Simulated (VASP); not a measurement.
Wanted: the native input for a VASP 6.6.1 run.

```
Task                   : single point
Functional             : PBE
Potentials or basis    : VASP PAW PBE potentials, release 64 (Co)
Cutoff                 : 520 eV
k mesh                 : 13 × 13 × 13
Occupations            : fermi-dirac, width 0.05 eV
Spin                   : collinear spin, ferromagnetic start
Starting moments       : [2.0] μB
Dipole correction      : no
Further INCAR settings : ALGO = Normal; EDIFF = 1e-06; NBANDS = 14
```

The structure of Co lies in POSCAR:

```
Co
1.0
    0.0000000000      1.7329157135      1.7329157135
    1.7329157135      0.0000000000      1.7329157135
    1.7329157135      1.7329157135      0.0000000000
Co
1
Direct
    0.0000000000      0.0000000000      0.0000000000
```

This isn't the form of Co at room conditions, which is hcp.

These files were run (other wordings do the same):

INCAR

```
PREC = Accurate
ENCUT = 520
EDIFF = 1E-6
ISMEAR = -1
SIGMA = 0.05
LREAL = F
LASPH = T
NELM = 150
ALGO = Normal
ISIF = 2
LWAVE = F
LCHARG = F
ISPIN = 2
MAGMOM = 2
LORBIT = 11
LMAXMIX = 4
GGA = PE
NBANDS = 14
```

KPOINTS

```
Automatic mesh
0
Gamma
  13 13 13
```

Potentials or basis: VASP PAW PBE potentials, release 64 (Co).

Launch:

```console
$ cat potpaw_PBE.64/Co/POTCAR > POTCAR
$ mpirun -np 1 vasp_std > vasp.out
```

It gave:

```
Pressure                                              : 10.3 GPa
Net moment                                            : 1.62 μB per cell
Site moments                                          : Co +1.63 μB
Valence electrons inside the program's atomic spheres : Co 8.36
```

Caveat: the cell stands under pressure.

Wall time 42 s on 1 thread of Intel Xeon 8259CL, on a shared host, peak memory 0.14 GiB.
